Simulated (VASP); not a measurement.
Runs of VASP 6.6.1 on BaS. Symmetry: Fm-3m, No. 225, cubic system. The conventional cell has a = 6.424 Å, b = 6.424 Å, c = 6.424 Å, α = 90.00°, β = 90.00°, γ = 90.00°. Ba (site symmetry m-3m) has 6 S at 3.21 Å within 4.2 Å. S (site symmetry m-3m) has 6 Ba at 3.21 Å within 4.2 Å. 

```tsv
level	share of exact exchange	screening parameter	gap on the mesh (eV)	pressure (GPa)
PBE-based global hybrid with 5 % exact exchange	0.05	-	2.45	0.6
PBE-based screened hybrid with 5 % exact exchange	0.05	0.1 1/Å	2.37	0.6
PBE-based screened hybrid with 30 % exact exchange	0.3	0.3 1/Å	(a)	0.2
HSE06	0.25	0.2079 1/Å	3.05	0.2
```

Alike in all rows: task single point; potentials or basis VASP PAW PBE potentials, release 64 (Ba_sv, S); no spin polarisation; cell as given; k mesh 4 × 4 × 4; cutoff (eV) 520; smearing gaussian 0.01 eV.

Question: Fill in the values left out.

Answer: (a) 2.99.

Caveats: all runs use coarse meshes; the PAW data sets were made with another functional, which shifts forces and pressure a little; spin-orbit coupling is left out, which moves the levels of the heavy elements.

A k mesh can miss the band edges, and the runs leave out spin-orbit coupling on Ba.
